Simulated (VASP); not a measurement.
# CuO (Cc) in VASP: a series of runs

The runs below take CuO through single point, relaxation of cell and atoms, with PBEsol+U, PBEsol.

All numbers are computed with VASP 6.6.1; they aren't measurements. Logs are shortened: lines on timing, memory, paths and dates and some standing lists are left out, and cuts for length are marked.

## 1. The cell of the first run

It takes space group Cc (No. 9, monoclinic). The conventional cell has a = 4.689 Å, b = 3.427 Å, c = 5.132 Å, α = 90.00°, β = 99.65°, γ = 90.00°. Cu (site symmetry 1) has 4 O at 1.91 to 2.02 Å within 2.5 Å. O (site symmetry 1) has 4 Cu at 1.91 to 2.02 Å within 2.5 Å.

## 2. Single point, PBEsol+U

INCAR

```
SYSTEM = CuO
ALGO     = Normal         ! electronic algorithm
EDIFF    = 1E-6           ! SCF threshold, eV
ENCUT    = 820            ! plane-wave cutoff, eV
GGA      = PS             ! functional
GGA_COMPAT= .False.      
ISIF     = 2              ! what is computed and relaxed
ISMEAR   = -1             ! smearing method
LASPH    = .True.         ! aspherical terms in the spheres
LCHARG   = .False.        ! write CHGCAR
LDAU     = .True.         ! DFT+U
LDAUJ    = 0 0          
LDAUL    = 2 -1           ! shell
LDAUPRINT= 1            
LDAUTYPE = 2            
LDAUU    = 5 0            ! U, eV
LMAXMIX  = 4              ! l up to which the mixer works
LREAL    = .False.        ! projectors in reciprocal space
LWAVE    = .False.        ! write WAVECAR
NBANDS   = 33             ! bands
NELM     = 200            ! most SCF steps
PREC     = Accurate       ! precision mode
SIGMA    = 0.05           ! smearing width, eV
```

KPOINTS

```
k-points
0
Gamma
  10 10 5
  0 0 0
```

POSCAR

```
CuO
1.0
    2.3446500000     -1.7134000000      0.0000000000
    2.3446500000      1.7134000000      0.0000000000
   -0.8605543552      0.0000000000      5.0594363927
Cu O
2 2
Direct
    0.4968000000      0.0032000000      0.5000000000
    0.0032000000      0.4968000000      0.0000000000
    0.4056000000      0.5714000000      0.7537000000
    0.5714000000      0.4056000000      0.2537000000
```

Potentials or basis: VASP PAW PBE potentials, release 64 (Cu_sv_GW, O).

Started as:

```bash
$ cat potpaw_PBE.64/Cu_sv_GW/POTCAR potpaw_PBE.64/O/POTCAR > POTCAR
$ mpirun -np 1 vasp_std > vasp.out
```

OUTCAR:

```text
SYSTEM = CuO
   EDIFF = 1E-6
   ENCUT = 820
   GGA = PS
   ISIF = 2
   ISMEAR = -1
   LASPH = .True.
   LREAL = .False.
   NELM = 200
   PREC = Accurate

 ion  position               nearest neighbor table
   1  0.497  0.003  0.500-   4 1.91   3 1.93   4 1.98   3 2.02
   2  0.003  0.497  0.000-   3 1.91   4 1.93   3 1.98   4 2.02
   3  0.406  0.571  0.754-   2 1.91   1 1.93   2 1.98   1 2.02
   4  0.571  0.406  0.254-   1 1.91   2 1.93   1 1.98   2 2.02

  LATTYP: Found a base centered monoclinic cell.
 ALAT       =     4.6893000000
 B/A-ratio  =     0.7307700510
 C/A-ratio  =     1.0944277397
 COS(beta)  =    -0.1676807457

  Lattice vectors:

 A1 = (   2.3446500000,  -1.7134000000,   0.0000000000)
 A2 = (   2.3446500000,   1.7134000000,   0.0000000000)
 A3 = (  -0.8605543552,   0.0000000000,   5.0594363927)

Analysis of symmetry for initial positions (statically):
=====================================================================
 Subroutine PRICEL returns:
 Original cell was already a primitive cell.

 Routine SETGRP: Setting up the symmetry group for a
 base centered monoclinic supercell.

 Subroutine GETGRP returns: Found  2 space group operations
 (whereof  1 operations were pure point group operations)
 out of a pool of  4 trial point group operations.

The static configuration has the point symmetry C_1 .
 The point group associated with its full space group is C_1h.

Analysis of symmetry for dynamics (positions and initial velocities):
=====================================================================
 Subroutine PRICEL returns:
 Original cell was already a primitive cell.

 Routine SETGRP: Setting up the symmetry group for a
 base centered monoclinic supercell.

 Subroutine GETGRP returns: Found  2 space group operations
 (whereof  1 operations were pure point group operations)
 out of a pool of  4 trial point group operations.

The dynamic configuration has the point symmetry C_1 .
 The point group associated with its full space group is C_1h.

 Subroutine INISYM returns: Found  2 space group operations
 (whereof  1 operations are pure point group operations),
 and found     1 'primitive' translations

----------------------------------------------------------------------------------------

                                     Primitive cell

  volume of cell :      40.6508

  direct lattice vectors                    reciprocal lattice vectors
     2.344650000 -1.713400000  0.000000000     0.213251445 -0.291817439  0.036271720
     2.344650000  1.713400000  0.000000000     0.213251445  0.291817439  0.036271720
    -0.860554355  0.000000000  5.059436393     0.000000000  0.000000000  0.197650474

  length of vectors
     2.903984019  2.903984019  5.132100000     0.363248171  0.363248171  0.197650474

  position of ions in fractional coordinates (direct lattice)
     0.496800000  0.003200000  0.500000000
     0.003200000  0.496800000  0.000000000
     0.405600000  0.571400000  0.753700000
     0.571400000  0.405600000  0.253700000

  ion indices of the primitive-cell ions
   primitive index   ion index
                 1           1
                 2           2
                 3           3
                 4           4

----------------------------------------------------------------------------------------

 KPOINTS: k-points

Automatic generation of k-mesh.
 Grid dimensions read from file:
 generate k-points for:   10   10    5

 Generating k-lattice:
[... 63 lines left out ...]
   LREAL  =      F    real-space projection
   EDIFFG = 0.1E-04   stopping-criterion for IOM
   NSW    =      0    number of steps for IOM
   IBRION =     -1    ionic relax: 0-MD 1-quasi-New 2-CG
   NFREE  =      0    steps in history (QN), initial steepest desc. (CG)
   ISIF   =      2    stress and relaxation
   ISYM   =      2    0-nonsym 1-usesym 2-fastsym
   POTIM  = 0.5000    time-step for ionic-motion
   TEBEG  =    0.0;   TEEND  =   0.0 temperature during run
   PSTRESS=    0.0 pullay stress
   NELECT =      50.0000    total number of electrons
   NUPDOWN=      -1.0000    fix difference up-down
   EMIN   =  10.00;   EMAX   =-10.00  energy-range for DOS
   EFERMI =   0.00;   METHOD = LEGACY
   ISMEAR =    -1;   SIGMA  =   0.05  broadening in eV -4-tet -1-fermi 0-gaus
   EFERMI_NEDOS =   21; number of points for ismear=-14 and -15
   IALGO  =     38    algorithm
   IMIX   =      4    mixing-type and parameters
     AMIX     =   0.40;   BMIX     =  1.00
     AMIX_MAG =   1.60;   BMIX_MAG =  1.00
  volume/ion in A,a.u.               =      10.16        68.58
  Fermi-wavevector in a.u.,A,eV,Ry     =   1.754050  3.314673 41.860907  3.076690
  Thomas-Fermi vector in A             =   2.824066
   LORBIT       =      0    0 simple, 1 ext, 2 COOP (PROOUT), +10 PAW based schemes
 LDA+U is selected, type is set to LDAUTYPE =  2
   angular momentum for each species LDAUL =     2   -1
   U (eV)           for each species LDAUU =   5.0  0.0
   J (eV)           for each species LDAUJ =   0.0  0.0
   GGA     = PS    functional components
   LHFCALC =     F    Hartree Fock is set to
   AEXX    =    0.0000 exact exchange contribution
   IVDW    =     0    specifies the selected vdW correction
   LEPSILON=     F    determine dielectric tensor
   LRPA    =     F    only Hartree local field effects (RPA)
 non-spin polarized calculation
  energy-cutoff  :      820.00
  volume of cell :       40.65
 maximum number of plane-waves:      2186
   NGX = 13   NGY = 13   NGZ = 23

atom =   1  type =  1  l = 2

 onsite density matrix

spin component  1

  0.9265 -0.0132 -0.0109 -0.0074  0.0021
 -0.0132  0.8747 -0.0016 -0.0893  0.0283
 -0.0109 -0.0016  0.9449 -0.0020 -0.0007
 -0.0074 -0.0893 -0.0020  0.8227  0.0374
  0.0021  0.0283 -0.0007  0.0374  0.9296

spin component  2

  0.9265 -0.0132 -0.0109 -0.0074  0.0021
 -0.0132  0.8747 -0.0016 -0.0893  0.0283
 -0.0109 -0.0016  0.9449 -0.0020 -0.0007
 -0.0074 -0.0893 -0.0020  0.8227  0.0374
  0.0021  0.0283 -0.0007  0.0374  0.9296

 occupancies and eigenvectors

  o =  0.7428  v = -0.0765 -0.5823 -0.0155 -0.7718  0.2434  0.0000  0.0000  0.0000  0.0000  0.0000      0.0000  0.0000  0.0000  0.0000  0.0000  0.0000  0.0000  0.0000  0.0000  0.0000
  o =  0.7428  v =  0.0000  0.0000  0.0000  0.0000  0.0000 -0.0765 -0.5823 -0.0155 -0.7718  0.2434      0.0000  0.0000  0.0000  0.0000  0.0000  0.0000  0.0000  0.0000  0.0000  0.0000
  o =  0.9208  v =  0.8757  0.1730  0.3947 -0.1943  0.0980  0.0000  0.0000  0.0000  0.0000  0.0000      0.0000  0.0000  0.0000  0.0000  0.0000  0.0000  0.0000  0.0000  0.0000  0.0000
  o =  0.9208  v =  0.0000  0.0000  0.0000  0.0000  0.0000  0.8757  0.1730  0.3947 -0.1943  0.0980      0.0000  0.0000  0.0000  0.0000  0.0000  0.0000  0.0000  0.0000  0.0000  0.0000
  o =  0.9410  v =  0.0301  0.2646 -0.2040 -0.4581 -0.8231  0.0000  0.0000  0.0000  0.0000  0.0000      0.0000  0.0000  0.0000  0.0000  0.0000  0.0000  0.0000  0.0000  0.0000  0.0000
  o =  0.9410  v =  0.0000  0.0000  0.0000  0.0000  0.0000  0.0301  0.2646 -0.2040 -0.4581 -0.8231      0.0000  0.0000  0.0000  0.0000  0.0000  0.0000  0.0000  0.0000  0.0000  0.0000
  o =  0.9429  v =  0.0000  0.0000  0.0000  0.0000  0.0000  0.1309 -0.7084  0.3203  0.3570 -0.5010      0.0000  0.0000  0.0000  0.0000  0.0000  0.0000  0.0000  0.0000  0.0000  0.0000
  o =  0.9429  v =  0.1309 -0.7084  0.3203  0.3570 -0.5010  0.0000  0.0000  0.0000  0.0000  0.0000      0.0000  0.0000  0.0000  0.0000  0.0000  0.0000  0.0000  0.0000  0.0000  0.0000
  o =  0.9508  v =  0.0000  0.0000  0.0000  0.0000  0.0000 -0.4574  0.2433  0.8365 -0.1711 -0.0506      0.0000  0.0000  0.0000  0.0000  0.0000  0.0000  0.0000  0.0000  0.0000  0.0000
  o =  0.9508  v = -0.4574  0.2433  0.8365 -0.1711 -0.0506  0.0000  0.0000  0.0000  0.0000  0.0000      0.0000  0.0000  0.0000  0.0000  0.0000  0.0000  0.0000  0.0000  0.0000  0.0000

atom =   2  type =  1  l = 2

 onsite density matrix

spin component  1

  0.9265 -0.0132  0.0109  0.0074 -0.0021
 -0.0132  0.8747  0.0016  0.0893 -0.0283
  0.0109  0.0016  0.9449 -0.0020 -0.0007
  0.0074  0.0893 -0.0020  0.8227  0.0374
 -0.0021 -0.0283 -0.0007  0.0374  0.9296

spin component  2

  0.9265 -0.0132  0.0109  0.0074 -0.0021
 -0.0132  0.8747  0.0016  0.0893 -0.0283
  0.0109  0.0016  0.9449 -0.0020 -0.0007
  0.0074  0.0893 -0.0020  0.8227  0.0374
 -0.0021 -0.0283 -0.0007  0.0374  0.9296

 occupancies and eigenvectors

  o =  0.7428  v =  0.0765  0.5823 -0.0155 -0.7718  0.2434  0.0000  0.0000  0.0000  0.0000  0.0000      0.0000  0.0000  0.0000  0.0000  0.0000  0.0000  0.0000  0.0000  0.0000  0.0000
  o =  0.7428  v =  0.0000  0.0000  0.0000  0.0000  0.0000  0.0765  0.5823 -0.0155 -0.7718  0.2434      0.0000  0.0000  0.0000  0.0000  0.0000  0.0000  0.0000  0.0000  0.0000  0.0000
  o =  0.9208  v =  0.8757  0.1730 -0.3947  0.1943 -0.0980  0.0000  0.0000  0.0000  0.0000  0.0000      0.0000  0.0000  0.0000  0.0000  0.0000  0.0000  0.0000  0.0000  0.0000  0.0000
  o =  0.9208  v =  0.0000  0.0000  0.0000  0.0000  0.0000  0.8757  0.1730 -0.3947  0.1943 -0.0980      0.0000  0.0000  0.0000  0.0000  0.0000  0.0000  0.0000  0.0000  0.0000  0.0000
  o =  0.9410  v = -0.0301 -0.2646 -0.2040 -0.4581 -0.8231  0.0000  0.0000  0.0000  0.0000  0.0000      0.0000  0.0000  0.0000  0.0000  0.0000  0.0000  0.0000  0.0000  0.0000  0.0000
  o =  0.9410  v =  0.0000  0.0000  0.0000  0.0000  0.0000 -0.0301 -0.2646 -0.2040 -0.4581 -0.8231      0.0000  0.0000  0.0000  0.0000  0.0000  0.0000  0.0000  0.0000  0.0000  0.0000
  o =  0.9429  v =  0.0000  0.0000  0.0000  0.0000  0.0000 -0.1309  0.7084  0.3203  0.3570 -0.5010      0.0000  0.0000  0.0000  0.0000  0.0000  0.0000  0.0000  0.0000  0.0000  0.0000
  o =  0.9429  v = -0.1309  0.7084  0.3203  0.3570 -0.5010  0.0000  0.0000  0.0000  0.0000  0.0000      0.0000  0.0000  0.0000  0.0000  0.0000  0.0000  0.0000  0.0000  0.0000  0.0000
  o =  0.9508  v =  0.0000  0.0000  0.0000  0.0000  0.0000 -0.4574  0.2433 -0.8365  0.1711  0.0506      0.0000  0.0000  0.0000  0.0000  0.0000  0.0000  0.0000  0.0000  0.0000  0.0000
  o =  0.9508  v = -0.4574  0.2433 -0.8365  0.1711  0.0506  0.0000  0.0000  0.0000  0.0000  0.0000      0.0000  0.0000  0.0000  0.0000  0.0000  0.0000  0.0000  0.0000  0.0000  0.0000

 number of electron      49.9999991 magnetization

 Free energy of the ion-electron system (eV)
  ---------------------------------------------------
  ext. energy  EPLUGINS =         0.00000000
  ---------------------------------------------------
  free energy    TOTEN  =       -17.05519060 eV

  energy without entropy =      -17.03760897  energy(sigma->0) =      -17.04639979

 E-fermi :   5.2220     XC(G=0): -12.4772

 val. band max:        5.2178443662   @ k =   0.5000   0.2000   0.4000
 cond. band min:       5.2228960902   @ k =   0.2000   0.2000   0.4000
 fundamental gap:      0.0050517239
 Fermi energy:         5.2219818258

 k-point     1 :       0.0000    0.0000    0.0000
  band No.  band energies     occupation
      1    -105.7834      2.00000
      2    -105.7828      2.00000
      3     -63.5092      2.00000
      4     -63.5085      2.00000
      5     -63.4980      2.00000
      6     -63.4879      2.00000
[... 853 lines left out ...]
     32      18.7175      0.00000
     33      19.7206      0.00000

 [... further k-points ...]

------------------------ aborting loop because EDIFF is reached ----------------------------------------

  FORCE on cell =-STRESS in cart. coord.  units (eV):
  Direction    XX          YY          ZZ          XY          YZ          ZX
  --------------------------------------------------------------------------------------
  -------------------------------------------------------------------------------------
  Total       -1.0453417     -0.6343335     -1.4328803      0.0000000      0.0000000     -0.2177849
  in kB      -41.2002574    -25.0011111    -56.4743941      0.0000000      0.0000000     -8.5836001
  external PRESSURE =     -40.8919209 kB  Pullay stress =       0.0000000 kB

 VOLUME and BASIS-vectors are now :
 -----------------------------------------------------------------------------
  energy-cutoff  :      820.00
  volume of cell :       40.65
      direct lattice vectors                 reciprocal lattice vectors
     2.344650000 -1.713400000  0.000000000     0.213251445 -0.291817439  0.036271720
     2.344650000  1.713400000  0.000000000     0.213251445  0.291817439  0.036271720
    -0.860554355  0.000000000  5.059436393     0.000000000  0.000000000  0.197650474

 POSITION                                       TOTAL-FORCE (eV/Angst)
 -----------------------------------------------------------------------------------
      0.74205     -0.84573      2.52972        -0.584195     -0.312033      0.230200
      1.17233      0.84573      0.00000        -0.584195      0.312033      0.230200
      1.64212      0.28408      3.81330         0.584195     -0.305079     -0.230200
      2.07240     -0.28408      1.28358         0.584195      0.305079     -0.230200
 -----------------------------------------------------------------------------------
    total drift:                               -0.004711      0.000000      0.002082

  FREE ENERGIE OF THE ION-ELECTRON SYSTEM (eV)
  ---------------------------------------------------
  free  energy   TOTEN  =       -17.0551905990 eV

  energy  without entropy=      -17.0376089736  energy(sigma->0) =      -17.04639979
```

Run time: 3.5 min. Hardware: 1 thread of Intel Xeon 6975P-C (Granite Rapids), shared host; peak memory 0.43 GiB.

Results:

```
Free energy            : -17.0552 eV
Pressure               : -4.1 GPa
Largest force          : 0.701 eV/Å
Band gap on the k mesh : zero (bands 25 and 26 overlap by 0.62 eV)
```

Forces on the atoms (eV/Å):
```
Cu  -0.584 -0.312  0.230
Cu  -0.584  0.312  0.230
O    0.584 -0.305 -0.230
O    0.584  0.305 -0.230
```

Levels at points of the mesh, in eV from the Fermi level:
```csv
k point,band 23,band 24,band 25,band 26,band 27,band 28
"(0.00, 0.00, 0.00)",-2.43,-2.37,0.23,0.96,1.73,6.20
"(0.50, 0.00, 0.00)",-2.11,-1.82,0.03,0.36,5.10,6.52
"(0.50, 0.50, 0.00)",-1.95,-1.90,-0.96,1.13,3.58,7.24
```

Eigenvalues of the final occupation matrices:
| site | spin | trace | eigenvalues |
| --- | --- | --- | --- |
| site 1 d | 1 | 4.50 | 0.74 0.92 0.94 0.94 0.95 |
| site 1 d | 2 | 4.50 | 0.74 0.92 0.94 0.94 0.95 |
| site 2 d | 1 | 4.50 | 0.74 0.92 0.94 0.94 0.95 |
| site 2 d | 2 | 4.50 | 0.74 0.92 0.94 0.94 0.95 |

Caveat: the cell stands under tension; the PAW data sets were made with another functional, which shifts forces and pressure a little; U without spin polarisation on a metal has little footing.

## 3. Relaxation of cell and atoms, PBEsol, target pressure 10 GPa, at which the enthalpy is minimised

INCAR

```
ALGO = Normal
EDIFF = 1E-6
EDIFFG = -0.01
ENCUT = 600
GGA = PS
IBRION = 2
ISIF = 3
ISMEAR = -1
LASPH = True
LCHARG = False
LREAL = False
LWAVE = False
NELM = 60
NSW = 60
PREC = Accurate
PSTRESS = 100.0
SIGMA = 0.05
```

KPOINTS

```
k-points
0
Gamma
  10 10 5
```

POSCAR is that of step 2.

Potentials or basis: VASP PAW PBE potentials, release 64 (Cu, O).

Started as:

```bash
$ cat potpaw_PBE.64/Cu/POTCAR potpaw_PBE.64/O/POTCAR > POTCAR
$ mpirun -np 1 vasp_std > vasp.out
```

Wall time 40 min (1 thread of Intel Xeon 8259CL, shared host); peak memory 0.27 GiB.

It converged, with:

* Free energy: -21.2983 eV
* Relaxed volume: 9.50 Å³/atom
* Relaxed cell: a = 2.839 Å, b = 2.839 Å, c = 5.035 Å, α = 99.24°, β = 99.24°, γ = 72.81°
* Space group after relaxing (to 0.1 Å): C2/c (No. 15)
* Energy change on relaxing (the run minimises the enthalpy): +2.5 meV/atom
* Ionic steps: 26
* Pressure after relaxing: 10.0 GPa
* Largest force after relaxing: 0.009 eV/Å
* Band gap on the k mesh: zero (bands 17 and 18 overlap by 0.59 eV)

Forces in eV/Å, atoms in the order of the input:
```
Cu   0.008 -0.004  0.003
Cu   0.008  0.004  0.003
O   -0.008  0.003 -0.003
O   -0.008 -0.003 -0.003
```

Step by step:
```tsv
step	energy change (eV)	largest force (eV/Å)	pressure (GPa)	volume (Å³)
1	0.0000	0.7555	-2.19	40.65
2	0.2063	0.2869	24.04	36.27
3	0.0212	0.3406	11.38	38.00
4	0.0244	0.3299	11.82	37.95
5	0.0009	0.1768	9.91	38.19
6	0.0036	0.0473	10.26	38.13
7	-0.0021	0.0233	9.62	38.21
8	-0.0029	0.0234	9.52	38.22
9	0.0034	0.0417	10.16	38.11
10	0.0041	0.0427	10.17	38.10
11	0.0055	0.0475	10.16	38.08
12	0.0055	0.0287	10.05	38.07
13	0.0056	0.0246	10.00	38.07
14	0.0057	0.0256	10.08	38.07
15	0.0037	0.0077	9.78	38.10
16	0.0029	0.0108	9.55	38.11
17	0.0034	0.0152	9.67	38.10
18	0.0050	0.0292	9.73	38.08
19	0.0084	0.0583	9.91	38.02
20	0.0099	0.0403	10.06	37.99
21	0.0130	0.0112	10.24	37.94
22	0.0133	0.0102	10.37	37.94
23	0.0109	0.0163	10.16	37.97
24	0.0100	0.0205	9.89	37.99
25	0.0104	0.0184	10.00	37.98
26	0.0101	0.0094	10.01	37.99
```

Final structure:
```
Cu O
1.0
     2.28441   -1.68487   -0.03829
     2.28441    1.68487   -0.03829
    -0.92140    0.00000    4.95003
Cu O
2 2
Cartesian
  2.9369 0.8446 2.4267
  3.3976 -0.8446 -0.0483
  1.5664 0.2931 3.6843
  2.0271 -0.2931 1.2093
```

Levels at points of the mesh, in eV from the Fermi level:
```tsv
k point	band 13	band 14	band 15	band 16	band 17	band 18	band 19	band 20	band 21
(0.00, 0.00, 0.00)	-2.60	-2.38	-2.34	-1.75	0.21	0.97	1.94	5.85	8.61
(0.50, 0.00, 0.00)	-2.19	-1.72	-1.62	-1.51	-0.03	0.20	4.93	6.60	7.20
(0.50, 0.50, 0.00)	-2.30	-2.27	-1.76	-1.29	-0.61	1.11	3.05	7.20	8.55
```

Caveat: the cell is relaxed towards a set pressure, so the run minimises the enthalpy, not the energy; the PAW data sets were made with another functional, which shifts forces and pressure a little; semilocal functionals often make such compounds metallic where correlation or magnetic order opens a gap, which also shifts bond lengths.

The gap in the log of VASP goes by the Fermi energy; the results here count the filled bands.